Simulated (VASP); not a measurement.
Crystal: TaSi2.

```
Ta Si
1.0
     3.11627    0.00000    0.00000
    -1.55813    2.69877    0.00000
     0.00000    0.00000    6.61520
Ta Si
1 2
Direct
  0.00000 0.00000 0.50000
  0.33333 0.66667 0.00000
  0.66667 0.33333 0.00000
```

```yaml
Program: VASP 6.6.1
Task: relaxation of cell and atoms
Functional: PBE
Potentials_or_basis: VASP PAW PBE potentials, release 64 (Ta_pv, Si)
Cutoff: 600 eV
k_mesh: 6 × 6 × 4
Occupations: gaussian, width 0.1 eV
Spin: no spin polarisation
```

At the start: pressure 64.4 GPa; volume 18.54 Å³/atom.

**Question.** Where does the relaxation end?

**Answer.** Over 19 steps the energy falls by 3783.4 meV/atom and the volume is 14.65 Å³/atom (-21.0 %); space group P6/mmm (No. 191, to 0.05 Å).

The path:
```csv
step,energy change (eV),largest force (eV/Å),pressure (GPa),volume (Å³)
1,0.0000,0.0000,64.44,55.63
2,-1.2480,0.0000,-12.32,126.71
3,-5.4317,0.0000,-11.47,81.70
4,-5.5571,0.0000,-8.98,78.81
5,-5.5907,0.0000,-5.86,76.06
6,-5.5919,0.0000,-6.39,76.49
7,-6.4629,0.0000,-7.38,68.56
8,-7.6618,0.0000,-7.36,59.27
9,-9.8738,0.0000,26.61,40.39
10,-9.7168,0.0000,5.63,45.84
11,-9.9517,0.0000,16.40,42.48
12,-10.2749,0.0000,13.74,42.48
13,-10.4031,0.0000,11.95,42.22
14,-11.2001,0.0000,14.58,40.92
15,-11.3440,0.0000,-2.70,44.54
16,-11.3483,0.0000,-0.04,43.99
17,-11.3483,0.0000,0.21,43.93
18,-11.3483,0.0000,0.45,43.87
19,-11.3502,0.0000,0.22,43.94
```

Final structure:
```
Ta Si
1.0
     4.32626    0.00000    0.00000
    -2.16313    3.74665    0.00000
     0.00000    0.00000    2.71086
Ta Si
1 2
Cartesian
  4.3263 0.0000 1.3554
  0.0000 2.4978 0.0000
  2.1631 1.2489 0.0000
```

Caveat: the k points lie up to 0.58 Å⁻¹ apart in the final cell; the volume moved by over 15 % at a fixed basis, so the end points are rough.
